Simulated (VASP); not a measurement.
Here is a VASP 6.6.1 calculation.

File INCAR:

```
SYSTEM = In
PREC = Accurate
ENCUT = 520
EDIFF = 1E-6
ISMEAR = 0
SIGMA = 0.15
LREAL = .FALSE.
LASPH = .TRUE.
NELM = 100
ALGO = Fast
ISIF = 2
LWAVE = .FALSE.
LCHARG = .FALSE.
GGA = PS
NBANDS = 12
```

File KPOINTS:

```
regular mesh
0
G
  20 20 20
  0 0 0
```

The input POSCAR:

```
In
1.0
   -1.6505422500      1.6505422500      2.4368407500
    1.6505422500     -1.6505422500      2.4368407500
    1.6505422500      1.6505422500     -2.4368407500
In
1
Direct
    0.0000000000      0.0000000000      0.0000000000
```

Potentials or basis: VASP PAW PBE potentials, release 64 (In_d).

The run is started by

```console
$ cat potpaw_PBE.64/In_d/POTCAR > POTCAR
$ mpirun -np 1 vasp_std > vasp.out
```

Question: Estimate the pressure.

Answer: -1.5 GPa.

Caveat: the cell differs from its parent crystal (strain +0.015 along x and y, -0.015 along z); the PAW data sets were made with another functional, which shifts forces and pressure a little.
